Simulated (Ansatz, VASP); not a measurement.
Two plane-wave programs on BaTe

```xyz
2
Lattice="0.0000 3.5550 3.5550 3.5550 0.0000 3.5550 3.5550 3.5550 0.0000" Properties=species:S:1:pos:R:3 pbc="T T T"
Ba    0.0000    0.0000    0.0000
Te    3.5550    3.5550    3.5550
```

Alike in both runs: functional r2SCAN; k mesh 8 × 8 × 8; occupations fermi-dirac, width 0.02 eV; no spin polarisation.

Ansatz relaxed the structure, and its values are those at the end. VASP's run is a single point on that final structure, the one shown.

```csv
,VASP,Ansatz
version,VASP 6.6.1,Ansatz 0.2.0
potentials or method,"VASP PAW PBE potentials, release 64 (Ba_sv, Te), cutoff 520 eV",PAW plane waves
valence electrons in the cell,16,26
```

|  | VASP | Ansatz | Ansatz less VASP |
| --- | --- | --- | --- |
| gap on the k mesh at the Fermi level (eV) | 1.97 | 2.04 | +0.069 |
| pressure (GPa) | -0.3 | -0.6 | -0.28 |

VASP's potentials were made for PBE, not for r2SCAN. VASP's potentials hold 16 valence electrons a cell and Ansatz's 26, so a difference there can come from the potentials and not from the codes. Ansatz's warnings: stress scf threshold loose.

Neither program's run includes spin-orbit coupling.
